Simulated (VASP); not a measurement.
Wanted: the native input for a VASP 6.6.1 run.

| Property | Result |
| --- | --- |
| Task | relaxation of cell and atoms |
| Functional | PBE |
| Potentials or basis | VASP PAW PBE potentials, release 64 (Te, Pb_d) |
| Cutoff | 600 eV |
| k mesh | 6 × 6 × 6 |
| Occupations | gaussian, width 0.01 eV |
| Spin | no spin polarisation |
| Target pressure | 4 GPa |
| Dipole correction | no |
| Further INCAR settings | ALGO = Normal; EDIFF = 1e-06; IBRION = 2; EDIFFG = -0.01; NSW = 60; ISIF = 3 |

The structure of TePb lies in POSCAR:

```
TePb
1.0
    0.0000000000      3.2310000000      3.2310000000
    3.2310000000      0.0000000000      3.2310000000
    3.2310000000      3.2310000000      0.0000000000
Te Pb
1 1
Direct
    0.5000000000      0.5000000000      0.5000000000
    0.0000000000      0.0000000000      0.0000000000
```

These files were run (other wordings do the same):

INCAR

```
SYSTEM = TePb
ALGO     = Normal         ! electronic algorithm
EDIFF    = 1E-6           ! SCF threshold, eV
EDIFFG   = -0.01          ! ionic threshold
ENCUT    = 600            ! plane-wave cutoff, eV
GGA      = PE             ! functional
IBRION   = 2              ! ionic algorithm
ISIF     = 3              ! what is computed and relaxed
ISMEAR   = 0              ! smearing method
LASPH    = .TRUE.         ! aspherical terms in the spheres
LCHARG   = .FALSE.        ! write CHGCAR
LREAL    = .FALSE.        ! projectors in reciprocal space
LWAVE    = .FALSE.        ! write WAVECAR
NELM     = 80             ! most SCF steps
NSW      = 60             ! ionic steps
PREC     = Accurate       ! precision mode
PSTRESS  = 40.0         
SIGMA    = 0.01           ! smearing width, eV
```

KPOINTS

```
k-points
0
G
  6 6 6
  0 0 0
```

Potentials or basis: VASP PAW PBE potentials, release 64 (Te, Pb_d).

Run with:

```console
$ cat potpaw_PBE.64/Te/POTCAR potpaw_PBE.64/Pb_d/POTCAR > POTCAR
$ mpirun -np 1 vasp_std > vasp.out
```

It gave:

```
Relaxed volume                                         : 32.55 Å³/atom
Relaxed cell                                           : a = 4.515 Å, b = 4.515 Å, c = 4.515 Å, α = 60.00°, β = 60.00°, γ = 60.00°
Space group after relaxing (to 0.05 Å)                 : Fm-3m (No. 225)
Energy change on relaxing (the enthalpy is what falls) : +22.4 meV/atom
Ionic steps                                            : 3
Pressure after relaxing                                : 4.0 GPa
Band gap on the k mesh                                 : 0.65 eV, direct
```

Caveat: the cell is relaxed towards a set pressure, so the enthalpy falls and the energy may rise; spin-orbit coupling is left out, which moves the levels of the heavy elements.

Wall time 55 s on 1 thread of Intel(R) Xeon(R) Platinum 8259CL CPU @ 2.50GHz (Skylake/Cascade Lake), on a shared host, peak memory 0.25 GiB.
